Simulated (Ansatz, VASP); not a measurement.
One calculation of Ta, two programs

```xyz
3
Lattice="4.8063 0.0000 0.0000 -2.4032 4.1624 0.0000 0.0000 0.0000 2.6989" Properties=species:S:1:pos:R:3 pbc="T T T"
Ta   -2.4032    4.1624    0.0000
Ta    0.0000    2.7749    1.3494
Ta    2.4032    1.3875    1.3494
```

Alike in both runs: functional PBEsol; k mesh 8 × 8 × 11; occupations fermi-dirac, width 0.1 eV; no spin polarisation.

Ansatz relaxed the structure, and its values are those at the end. VASP's run is a single point on that final structure, the one shown.

|  | VASP | Ansatz |
| --- | --- | --- |
| version | VASP 6.6.1 | Ansatz 0.2.0 |
| potentials or method | VASP PAW PBE potentials, release 64 (Ta_pv), cutoff 520 eV | plane waves (420 eV) with PAW, scalar-relativistic |
| valence electrons in the cell | 33 | 39 |

```csv
,VASP,Ansatz,Ansatz less VASP
pressure (GPa),0.2,0.0,-0.21
```

VASP's potentials were made for PBE, not for PBEsol, and Ansatz warns of the same on its side. VASP's potentials hold 33 valence electrons a cell and Ansatz's 39, so a difference there can come from the potentials and not from the codes.

Spin-orbit coupling is off throughout.
